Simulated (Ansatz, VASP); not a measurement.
# LiF in VASP and in Ansatz

File INCAR:

```
SYSTEM = LiF
ALGO = Normal
EDIFF = 1E-8
ENCUT = 650
GGA = PE
GGA_COMPAT = .FALSE.
ISIF = 2
ISMEAR = 0
LASPH = .TRUE.
LCHARG = .FALSE.
LEFG = .TRUE.
LREAL = .FALSE.
LWAVE = .FALSE.
NBANDS = 12
NELM = 120
PREC = Accurate
SIGMA = 0.05
```

File KPOINTS:

```
k-points
0
G
  11 11 11
  0 0 0
```

POSCAR

```
LiF
1.0
    0.0000000000      2.0140000000      2.0140000000
    2.0140000000      0.0000000000      2.0140000000
    2.0140000000      2.0140000000      0.0000000000
F Li
1 1
Direct
    0.5000000000      0.5000000000      0.5000000000
    0.0000000000      0.0000000000      0.0000000000
```

File input.yaml:

```yaml
crystal:
  lattice: { a: 4.028, b: 4.028, c: 4.028, alpha: 90.0, beta: 90.0, gamma: 90.0 }
  space_group: 225
  reduce_to_primitive: true
  atoms:
    - { symbol: F, wyckoff: "4b", position: [0.5, 0.0, 0.0] }
    - { symbol: Li, wyckoff: "4a", position: [0.0, 0.0, 0.0] }
hamiltonian:
  xc: pbe
  pseudopotentials: { kind: paw, source: ansatz }
kpoints:
  mp_grid: { grid: [11, 11, 11] }
scf:
  occupations: { method: gaussian, width: 0.05 }
output:
  forces: true
  stress: true
  eigenvalues: true
  efg: {}
  write_density: true
  write_potential: true
  elf: true
  volumetric_format: npy
```

Alike in both runs: task electric field gradients; functional PBE; k mesh 11 × 11 × 11; occupations gaussian, width 0.05 eV; no spin polarisation.

|  | VASP | Ansatz |
| --- | --- | --- |
| version | VASP 6.6.1 | Ansatz 0.2.0 |
| potentials or method | VASP PAW PBE potentials, release 64 (F, Li_sv) | Ansatz PAW earlier set |
| plane-wave cutoff (eV) | 650 | 1050 |
| valence electrons in the cell | 10 | 10 |

VASP gave:

```
gap on the k mesh at the Fermi level (eV) : 9.09
least direct gap on the mesh (eV)         : 9.09
pressure (GPa)                            : 1.1
```

Task: What did Ansatz give for the same quantities?

Result: gap on the k mesh at the Fermi level (eV): 9.07; least direct gap on the mesh (eV): 9.07; pressure (GPa): 2.0.

The functional is the same, so the differences come from potentials, cutoffs and numerics.

Noted on Ansatz's run: odd divisions of the mesh miss points on the zone boundary, where band edges often lie, so the gap on the mesh can be too wide.
